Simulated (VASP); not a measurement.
Crystal: Co.

```xyz
4
Lattice="2.4706 0.0000 0.0000 -1.2353 2.1396 0.0000 0.0000 0.0000 8.0882" Properties=species:S:1:pos:R:3 pbc="T T T"
Co    1.2353    0.7132    6.0662
Co    0.0000    0.0000    4.0441
Co    0.0000    1.4264    2.0221
Co    0.0000    0.0000    0.0000
```

Base run:

```yaml
Program: VASP 6.6.1
Functional: PBE
Potentials_or_basis: VASP PAW PBE potentials, release 64 (Co_sv)
Cutoff: 600 eV
k_mesh: 10 × 10 × 3
Occupations: fermi-dirac, width 0.05 eV
Spin: collinear spin, ferromagnetic start
Starting_moments: "[4.0, 4.0, 4.0, 4.0] μB"
Fixed_moment: 16 μB
```

Its results: pressure 113.7 GPa; site moments Co +3.33, +3.34 (each value once) μB.

Problem. After a change of settings the same cell gave: pressure -6.8 GPa; site moments Co +0.81, +1.30 (each value once) μB. Which change was it?
A. fixed moment from 16 μB to 12 μB; moments at the start from [4.0, 4.0, 4.0, 4.0] to [3.0, 3.0, 3.0, 3.0]
B. fixed moment from 16 μB to 2 μB; moments at the start from [4.0, 4.0, 4.0, 4.0] to [0.5, 0.5, 0.5, 0.5]
C. fixed moment from 16 μB to 4 μB; moments at the start from [4.0, 4.0, 4.0, 4.0] to [1.0, 1.0, 1.0, 1.0]
D. fixed moment from 16 μB to 8 μB; moments at the start from [4.0, 4.0, 4.0, 4.0] to [2.0, 2.0, 2.0, 2.0]

Solution. C.

Caveats: the total moment is fixed, so each spin has its own Fermi level; the cell stands under pressure (at least some runs); the cell stands under tension (at least some runs).
